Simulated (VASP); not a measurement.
# CdF2 (Fm-3m) in VASP: a series of runs

The runs below take CdF2 through single point, relaxation of cell and atoms, with PBE.

All numbers are computed with VASP 6.6.1; they aren't measurements. Logs are shortened: lines on timing, memory, paths and dates and some standing lists are left out, and cuts for length are marked.

### 1 The cell of the first run

Symmetry: Fm-3m, No. 225, cubic system. The conventional cell has a = 5.352 Å, b = 5.352 Å, c = 5.352 Å, α = 90.00°, β = 90.00°, γ = 90.00°. Within 3.1 Å of Cd (site symmetry m-3m) lie 8 F at 2.32 Å. Within 3.1 Å of F (site symmetry -43m) lie 4 Cd at 2.32 Å and 6 F at 2.68 Å.

### 2 Single point, PBE

The input, INCAR:

```
PREC = Accurate
ENCUT = 520
EDIFF = 1E-7
ISMEAR = 0
SIGMA = 0.02
LREAL = F
LASPH = T
NELM = 100
ALGO = Normal
ISIF = 2
LWAVE = F
LCHARG = F
GGA = PE
NBANDS = 20
```

The input, KPOINTS:

```
regular mesh
0
Gamma
  8 8 8
```

The input, POSCAR:

```
CdF2
1.0
    0.0000000000      2.6757845641      2.6757845641
    2.6757845641      0.0000000000      2.6757845641
    2.6757845641      2.6757845641      0.0000000000
Cd F
1 2
Direct
    0.0000000000      0.0000000000      0.0000000000
    0.2500000000      0.2500000000      0.2500000000
    0.7500000000      0.7500000000      0.7500000000
```

Potentials or basis: VASP PAW PBE potentials, release 64 (Cd, F).

Command:

```console
$ cat potpaw_PBE.64/Cd/POTCAR potpaw_PBE.64/F/POTCAR > POTCAR
$ mpirun -np 1 vasp_std > vasp.out
```

OUTCAR:

```text
PREC = Accurate
   ENCUT = 520
   EDIFF = 1E-7
   ISMEAR = 0
   LREAL = F
   LASPH = T
   NELM = 100
   ISIF = 2
   GGA = PE

 ion  position               nearest neighbor table
   1  0.000  0.000  0.000-   3 2.32   3 2.32   3 2.32   2 2.32   3 2.32   2 2.32   2 2.32   2 2.32

   2  0.250  0.250  0.250-   1 2.32   1 2.32   1 2.32   1 2.32
   3  0.750  0.750  0.750-   1 2.32   1 2.32   1 2.32   1 2.32

  LATTYP: Found a face centered cubic cell.
 ALAT       =     5.3515691282

  Lattice vectors:

 A1 = (   0.0000000000,   2.6757845641,   2.6757845641)
 A2 = (   2.6757845641,   0.0000000000,   2.6757845641)
 A3 = (   2.6757845641,   2.6757845641,   0.0000000000)

Analysis of symmetry for initial positions (statically):
=====================================================================
 Subroutine PRICEL returns:
 Original cell was already a primitive cell.

 Routine SETGRP: Setting up the symmetry group for a
 face centered cubic supercell.

 Subroutine GETGRP returns: Found 48 space group operations
 (whereof 48 operations were pure point group operations)
 out of a pool of 48 trial point group operations.

The static configuration has the point symmetry O_h .

Analysis of symmetry for dynamics (positions and initial velocities):
=====================================================================
 Subroutine PRICEL returns:
 Original cell was already a primitive cell.

 Routine SETGRP: Setting up the symmetry group for a
 face centered cubic supercell.

 Subroutine GETGRP returns: Found 48 space group operations
 (whereof 48 operations were pure point group operations)
 out of a pool of 48 trial point group operations.

The dynamic configuration has the point symmetry O_h .

 Subroutine INISYM returns: Found 48 space group operations
 (whereof 48 operations are pure point group operations),
 and found     1 'primitive' translations

----------------------------------------------------------------------------------------

                                     Primitive cell

  volume of cell :      38.3163

  direct lattice vectors                    reciprocal lattice vectors
     0.000000000  2.675784564  2.675784564    -0.186861082  0.186861082  0.186861082
     2.675784564  0.000000000  2.675784564     0.186861082 -0.186861082  0.186861082
     2.675784564  2.675784564  0.000000000     0.186861082  0.186861082 -0.186861082

  length of vectors
     3.784130821  3.784130821  3.784130821     0.323652889  0.323652889  0.323652889

  position of ions in fractional coordinates (direct lattice)
     0.000000000  0.000000000  0.000000000
     0.250000000  0.250000000  0.250000000
     0.750000000  0.750000000  0.750000000

  ion indices of the primitive-cell ions
   primitive index   ion index
                 1           1
                 2           2
                 3           3

----------------------------------------------------------------------------------------

 KPOINTS: regular mesh

Automatic generation of k-mesh.
 Grid dimensions read from file:
 generate k-points for:    8    8    8

 Generating k-lattice:

  Cartesian coordinates                     Fractional coordinates (reciprocal lattice)
    -0.023357635  0.023357635  0.023357635     0.125000000  0.000000000  0.000000000
     0.023357635 -0.023357635  0.023357635     0.000000000  0.125000000  0.000000000
     0.023357635  0.023357635 -0.023357635     0.000000000  0.000000000  0.125000000

  Length of vectors
     0.040456611  0.040456611  0.040456611

  Shift w.r.t. Gamma in fractional coordinates (k-lattice)
     0.000000000  0.000000000  0.000000000

 Subroutine IBZKPT returns following result:
 ===========================================

 Found     29 irreducible k-points:

 Following reciprocal coordinates:
            Coordinates               Weight
  0.000000  0.000000  0.000000      1.000000
  0.125000  0.000000  0.000000      8.000000
  0.250000  0.000000  0.000000      8.000000
  0.375000  0.000000  0.000000      8.000000
  0.500000  0.000000  0.000000      4.000000
  0.125000  0.125000  0.000000      6.000000
[... 16 lines left out ...]
  0.500000  0.250000  0.125000     48.000000
 -0.375000  0.250000  0.125000     24.000000
 [... further k-points ...]
   k-points           NKPTS =     29   k-points in BZ     NKDIM =     29   number of bands    NBANDS=     20
   number of dos      NEDOS =    301   number of ions     NIONS =      3
   total plane-waves  NPLWV =  21952
   dimension x,y,z NGX =    28 NGY =   28 NGZ =   28
   dimension x,y,z NGXF=    56 NGYF=   56 NGZF=   56
   ions per type =               1   2
   NGX,Y,Z   is equivalent  to a cutoff of  12.30, 12.30, 12.30 a.u.
   NGXF,Y,Z  is equivalent  to a cutoff of  24.60, 24.60, 24.60 a.u.
 SYSTEM =  unknown system
   PREC   = accura    normal or accurate (medium, high low for compatibility)
   ISTART =      0    job   : 0-new  1-cont  2-samecut
   ICHARG =      2    charge: 1-file 2-atom 10-const
   ISPIN  =      1    spin polarized calculation?
   LNONCOLLINEAR =      F non collinear calculations
   LSORBIT =      F    spin-orbit coupling
   LASPH  =      T    aspherical Exc in radial PAW
   ENCUT  =  520.0 eV  38.22 Ry    6.18 a.u.   7.04  7.04  7.04*2*pi/ulx,y,z
   NELM   =    100;   NELMIN=  2; NELMDL= -5     # of ELM steps
   EDIFF  = 0.1E-06   stopping-criterion for ELM
   LREAL  =      F    real-space projection
   EDIFFG = 0.1E-05   stopping-criterion for IOM
   NSW    =      0    number of steps for IOM
   IBRION =     -1    ionic relax: 0-MD 1-quasi-New 2-CG
   NFREE  =      0    steps in history (QN), initial steepest desc. (CG)
   ISIF   =      2    stress and relaxation
   ISYM   =      2    0-nonsym 1-usesym 2-fastsym
   POTIM  = 0.5000    time-step for ionic-motion
   TEBEG  =    0.0;   TEEND  =   0.0 temperature during run
   PSTRESS=    0.0 pullay stress
   NELECT =      26.0000    total number of electrons
   NUPDOWN=      -1.0000    fix difference up-down
   EMIN   =  10.00;   EMAX   =-10.00  energy-range for DOS
   EFERMI =   0.00;   METHOD = LEGACY
   ISMEAR =     0;   SIGMA  =   0.02  broadening in eV -4-tet -1-fermi 0-gaus
   EFERMI_NEDOS =   21; number of points for ismear=-14 and -15
   IALGO  =     38    algorithm
   IMIX   =      4    mixing-type and parameters
     AMIX     =   0.40;   BMIX     =  1.00
     AMIX_MAG =   1.60;   BMIX_MAG =  1.00
  volume/ion in A,a.u.               =      12.77        86.19
  Fermi-wavevector in a.u.,A,eV,Ry     =   1.438594  2.718548 28.157960  2.069552
  Thomas-Fermi vector in A             =   2.557543
   LORBIT       =      0    0 simple, 1 ext, 2 COOP (PROOUT), +10 PAW based schemes
   GGA     = PE    functional components
   LHFCALC =     F    Hartree Fock is set to
   AEXX    =    0.0000 exact exchange contribution
   IVDW    =     0    specifies the selected vdW correction
   LEPSILON=     F    determine dielectric tensor
   LRPA    =     F    only Hartree local field effects (RPA)
 non-spin polarized calculation
 Gauss-broadening in eV      SIGMA  =   0.02
  energy-cutoff  :      520.00
  volume of cell :       38.32
 maximum number of plane-waves:      1056
   NGX = 15   NGY = 15   NGZ = 15

 number of electron      26.0000004 magnetization

 Free energy of the ion-electron system (eV)
  ---------------------------------------------------
  ext. energy  EPLUGINS =         0.00000000
  ---------------------------------------------------
  free energy    TOTEN  =       -10.82077523 eV

  energy without entropy =      -10.82077523  energy(sigma->0) =      -10.82077523

 E-fermi :  -0.9863     XC(G=0): -10.5234

 val. band max:       -1.1547604118   @ k =  -0.2500   0.5000   0.2500
 cond. band min:       1.9859223442   @ k =   0.0000   0.0000   0.0000
 fundamental gap:      3.1406827560
 Fermi energy:        -0.9863368860

 k-point     1 :       0.0000    0.0000    0.0000
  band No.  band energies     occupation
      1     -22.0759      2.00000
      2     -20.9136      2.00000
      3      -6.8372      2.00000
      4      -6.8372      2.00000
      5      -6.8372      2.00000
      6      -5.5381      2.00000
[... 12 lines left out ...]
     19      18.8904      0.00000
     20      18.8904      0.00000

 k-point     2 :       0.1250    0.0000    0.0000
  band No.  band energies     occupation
      1     -22.0238      2.00000
      2     -20.9595      2.00000
      3      -6.7751      2.00000
      4      -6.7751      2.00000
      5      -6.6627      2.00000
      6      -5.5581      2.00000
[... 12 lines left out ...]
     19      18.4952      0.00000
     20      18.4952      0.00000

 k-point     3 :       0.2500    0.0000    0.0000
  band No.  band energies     occupation
      1     -21.8822      2.00000
      2     -21.0867      2.00000
      3      -6.6312      2.00000
      4      -6.6312      2.00000
      5      -6.1922      2.00000
      6      -5.5754      2.00000
[... 12 lines left out ...]
     19      17.8303      0.00000
     20      18.6469      0.00000

 k-point     4 :       0.3750    0.0000    0.0000
  band No.  band energies     occupation
      1     -21.6879      2.00000
      2     -21.2631      2.00000
      3      -6.5119      2.00000
      4      -6.5119      2.00000
      5      -5.5952      2.00000
      6      -5.5202      2.00000
[... 12 lines left out ...]
     19      17.3491      0.00000
     20      18.1486      0.00000

 k-point     5 :       0.5000    0.0000    0.0000
  band No.  band energies     occupation
      1     -21.5118      2.00000
      2     -21.4312      2.00000
      3      -6.4755      2.00000
      4      -6.4755      2.00000
      5      -5.4633      2.00000
      6      -5.4633      2.00000
[... 12 lines left out ...]
     19      17.1752      0.00000
     20      17.7846      0.00000
[... 353 lines left out ...]
      6      -5.4152      2.00000
[... 12 lines left out ...]
     19      18.5075      0.00000
     20      20.3832      0.00000

 k-point    22 :       0.3750    0.2500    0.1250
  band No.  band energies     occupation
      1     -21.7831      2.00000
      2     -21.1663      2.00000
      3      -6.4896      2.00000
      4      -6.4408      2.00000
      5      -5.9010      2.00000
      6      -5.8382      2.00000
[... 12 lines left out ...]
     19      18.4720      0.00000
     20      20.9246      0.00000

 k-point    23 :       0.5000    0.2500    0.1250
  band No.  band energies     occupation
      1     -21.6262      2.00000
      2     -21.3021      2.00000
      3      -6.3955      2.00000
      4      -6.2792      2.00000
      5      -5.8036      2.00000
      6      -5.5377      2.00000
[... 12 lines left out ...]
     19      17.9240      0.00000
     20      20.9335      0.00000

 k-point    24 :      -0.3750    0.2500    0.1250
  band No.  band energies     occupation
      1     -21.4798      2.00000
      2     -21.4393      2.00000
      3      -6.3644      2.00000
      4      -6.2381      2.00000
      5      -5.6126      2.00000
      6      -5.5807      2.00000
[... 12 lines left out ...]
     19      17.7069      0.00000
     20      21.2960      0.00000

 [... further k-points ...]
[... 5 lines left out ...]
  --------------------------------------------------------------------------------------
  -------------------------------------------------------------------------------------
  Total        2.1105011      2.1105011      2.1105011      0.0000000      0.0000000     -0.0000000
  in kB       88.2495983     88.2495983     88.2495983      0.0000000      0.0000000     -0.0000000
  external PRESSURE =      88.2495983 kB  Pullay stress =       0.0000000 kB

 VOLUME and BASIS-vectors are now :
 -----------------------------------------------------------------------------
  energy-cutoff  :      520.00
  volume of cell :       38.32
      direct lattice vectors                 reciprocal lattice vectors
     0.000000000  2.675784564  2.675784564    -0.186861082  0.186861082  0.186861082
     2.675784564  0.000000000  2.675784564     0.186861082 -0.186861082  0.186861082
     2.675784564  2.675784564  0.000000000     0.186861082  0.186861082 -0.186861082

 POSITION                                       TOTAL-FORCE (eV/Angst)
 -----------------------------------------------------------------------------------
      0.00000      0.00000      0.00000         0.000000      0.000000      0.000000
      1.33789      1.33789      1.33789         0.000000      0.000000      0.000000
      4.01368      4.01368      4.01368        -0.000000     -0.000000     -0.000000
 -----------------------------------------------------------------------------------
    total drift:                                0.000000      0.000000      0.000000

  FREE ENERGIE OF THE ION-ELECTRON SYSTEM (eV)
  ---------------------------------------------------
  free  energy   TOTEN  =       -10.8207752295 eV

  energy  without entropy=      -10.8207752295  energy(sigma->0) =      -10.82077523
```

Run time: 14 s. Hardware: 1 thread of AMD EPYC 9R45 (Zen 5), shared host; peak memory 0.13 GiB.

Results:

- Free energy: -10.8208 eV
- Pressure: 8.8 GPa
- Band gap on the k mesh: 3.14 eV, indirect (least direct gap 3.61 eV)

### 3 Single point, PBE

This run uses another cell than the first one, of 13.32 Å³/atom, 1.043 times its volume.

The input, INCAR:

```
PREC = Accurate
ENCUT = 520
EDIFF = 1E-7
ISMEAR = 0
SIGMA = 0.02
LREAL = F
LASPH = T
NELM = 60
ALGO = Normal
ISIF = 2
LWAVE = F
LCHARG = T
GGA = PE
LELF = T
LVHAR = T
NBANDS = 20
```

The input, KPOINTS:

```
Automatic mesh
0
Gamma
  8 8 8
```

The input, POSCAR:

```
CdF2
1.0
    0.0000000000      2.7135894327      2.7135894327
    2.7135894327      0.0000000000      2.7135894327
    2.7135894327      2.7135894327      0.0000000000
Cd F
1 2
Direct
    0.0000000000      0.0000000000      0.0000000000
    0.2500000000      0.2500000000      0.2500000000
    0.7500000000      0.7500000000      0.7500000000
```

Potentials or basis: VASP PAW PBE potentials, release 64 (Cd, F).

Command:

```console
$ cat potpaw_PBE.64/Cd/POTCAR potpaw_PBE.64/F/POTCAR > POTCAR
$ mpirun -np 1 vasp_std > vasp.out
```

OUTCAR:

```text
PREC = Accurate
   ENCUT = 520
   EDIFF = 1E-7
   ISMEAR = 0
   LREAL = F
   LASPH = T
   NELM = 60
   ISIF = 2
   GGA = PE

 ion  position               nearest neighbor table
   1  0.000  0.000  0.000-   3 2.35   3 2.35   3 2.35   2 2.35   2 2.35   2 2.35   3 2.35   2 2.35

   2  0.250  0.250  0.250-   1 2.35   1 2.35   1 2.35   1 2.35
   3  0.750  0.750  0.750-   1 2.35   1 2.35   1 2.35   1 2.35

  LATTYP: Found a face centered cubic cell.
 ALAT       =     5.4271788654

  Lattice vectors:

[... 193 lines left out ...]
      4      -7.0252      2.00000
      5      -7.0252      2.00000
      6      -5.9106      2.00000
[... 541 lines left out ...]
     19      17.0846      0.00000
     20      20.6422      0.00000

 [... further k-points ...]
[... 5 lines left out ...]
  --------------------------------------------------------------------------------------
  -------------------------------------------------------------------------------------
  Total        0.9069075      0.9069075      0.9069075      0.0000000     -0.0000000     -0.0000000
  in kB       36.3589362     36.3589362     36.3589362      0.0000000     -0.0000000     -0.0000000
  external PRESSURE =      36.3589362 kB  Pullay stress =       0.0000000 kB

 VOLUME and BASIS-vectors are now :
 -----------------------------------------------------------------------------
  energy-cutoff  :      520.00
  volume of cell :       39.96
      direct lattice vectors                 reciprocal lattice vectors
     0.000000000  2.713589433  2.713589433    -0.184257793  0.184257793  0.184257793
     2.713589433  0.000000000  2.713589433     0.184257793 -0.184257793  0.184257793
     2.713589433  2.713589433  0.000000000     0.184257793  0.184257793 -0.184257793

 POSITION                                       TOTAL-FORCE (eV/Angst)
 -----------------------------------------------------------------------------------
      0.00000      0.00000      0.00000        -0.000000     -0.000000      0.000000
      1.35679      1.35679      1.35679         0.000000      0.000000     -0.000000
      4.07038      4.07038      4.07038        -0.000000      0.000000      0.000000
 -----------------------------------------------------------------------------------
    total drift:                                0.000000     -0.000000      0.000000

  FREE ENERGIE OF THE ION-ELECTRON SYSTEM (eV)
  ---------------------------------------------------
  free  energy   TOTEN  =       -10.8873939014 eV

  energy  without entropy=      -10.8873939014  energy(sigma->0) =      -10.88739390
```

It took 18 s on 1 thread of AMD EPYC 9R45 (Zen 5), shared host; peak memory 0.14 GiB.

What came out:

```
Free energy            : -10.8874 eV
Pressure               : 3.6 GPa
Band gap on the k mesh : 2.99 eV, indirect (least direct gap 3.52 eV)
```

A k mesh can miss the band edges. Expect the measured gap to be larger: semilocal functionals such as PBE lack the derivative discontinuity.

[end of part 1 of 2]
